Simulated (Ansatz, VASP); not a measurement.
One calculation of Cu16H, two programs

```xyz
17
Lattice="5.1053 0.0000 0.0000 0.0000 5.1053 0.0000 0.0000 0.0000 21.9150" Properties=species:S:1:pos:R:3 pbc="T T T"
Cu    1.2763    1.2763    2.5000
Cu    3.8290    1.2763    2.5000
Cu    1.2763    3.8290    2.5000
Cu    3.8290    3.8290    2.5000
Cu    0.0000    0.0000    4.3050
Cu    2.5527    0.0000    4.3050
Cu    0.0000    2.5527    4.3050
Cu    2.5527    2.5527    4.3050
Cu    1.2762    1.2758    6.0413
Cu    3.8277    1.2777    6.0709
Cu    1.2750    3.8286    6.0700
Cu    3.8266    3.8297    6.1387
Cu    0.0083    0.0118    7.8496
Cu    2.5422    0.0063    7.8496
Cu    0.0055    2.5469    7.8498
Cu    2.5404    2.5410    7.8508
H     1.2657    1.2748    8.4011
```

Alike in both runs: task single point; functional PBE; dispersion D3(BJ); k mesh 2 × 2 × 1; occupations methfessel-paxton of order 1, width 0.1 eV; no spin polarisation.

|  | VASP | Ansatz |
| --- | --- | --- |
| version | VASP 6.6.1 | Ansatz 0.2.0 |
| potentials or method | VASP PAW PBE potentials, release 64 (Cu, H) | scalar-relativistic, plane waves, PAW |
| plane-wave cutoff (eV) | 520 | 420 |
| valence electrons in the cell | 177 | 305 |

Ansatz gave:

```
rms of the force components (eV/Å) : 0.120
```

Problem. Estimate VASP's values.

Solution. rms of the force components (eV/Å): 0.117.

Atom by atom the forces differ by 0.009 eV/Å (rms over components). VASP's potentials hold 177 valence electrons a cell and Ansatz's 305, so a difference there can come from the potentials and not from the codes.

The k mesh is coarse, so the values compare programs but aren't converged.
